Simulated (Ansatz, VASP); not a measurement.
## Two plane-wave programs on Mg2Si

```
Mg Si
1.0
     3.03224    3.03224    0.00000
    -3.03224    3.03224    0.00000
     0.00000    3.03224    3.03224
Mg Si
2 1
Direct
  0.25000 0.75000 0.50000
  0.75000 0.25000 0.50000
  0.00000 0.00000 0.00000
```

Alike in both runs: task single point; functional r2SCAN; k mesh 6 × 6 × 6; no spin polarisation.

|  | VASP | Ansatz |
| --- | --- | --- |
| version | VASP 6.6.1 | Ansatz 0.2.0 |
| potentials or method | VASP PAW PBE potentials, release 64 (Mg, Si) | PAW with Ansatz's default frozen-core files, scalar-relativistic |
| plane-wave cutoff (eV) | 660 | 500 |
| occupations | gaussian, width 0.01 eV | fixed |
| valence electrons in the cell | 8 | 24 |

|  | VASP | Ansatz | Ansatz less VASP |
| --- | --- | --- | --- |
| gap on the k mesh at the Fermi level (eV) | 0.27 | 0.27 | -0.002 |
| pressure (GPa) | 9.7 | 10.0 | +0.30 |

VASP's potentials were made for PBE, not for r2SCAN. VASP's potentials hold 8 valence electrons a cell and Ansatz's 24, so a difference there can come from the potentials and not from the codes.
